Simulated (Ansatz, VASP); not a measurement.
## KMgF3 in VASP and in Ansatz

```
CELL_PARAMETERS angstrom
3.95693 0.00000 0.00000
0.00000 3.95693 0.00000
0.00000 0.00000 3.95693
ATOMIC_POSITIONS crystal
K 0.50000 0.50000 0.50000
Mg 0.00000 0.00000 0.00000
F 0.50000 0.00000 0.00000
F 0.00000 0.50000 0.00000
F 0.00000 0.00000 0.50000
```

Alike in both runs: functional r2SCAN; k mesh 8 × 8 × 8; occupations fermi-dirac, width 0.02 eV; no spin polarisation.

Ansatz relaxed the structure, and its values are those at the end. VASP's run is a single point on that final structure, the one shown.

```csv
,VASP,Ansatz
version,VASP 6.6.1,Ansatz 0.2.0
potentials or method,"VASP PAW PBE potentials, release 64 (K_sv, Mg, F), cutoff 520 eV",PAW plane waves
valence electrons in the cell,32,40
```

```tsv
	VASP	Ansatz	Ansatz less VASP
gap on the k mesh at the Fermi level (eV)	8.42	8.45	+0.027
pressure (GPa)	0.8	1.6	+0.80
```

VASP's potentials were made for PBE, not for r2SCAN. The functional is the same, so the differences come from potentials, cutoffs and numerics. VASP's potentials hold 32 valence electrons a cell and Ansatz's 40, so a difference there can come from the potentials and not from the codes. Ansatz's warnings: stress scf threshold loose.
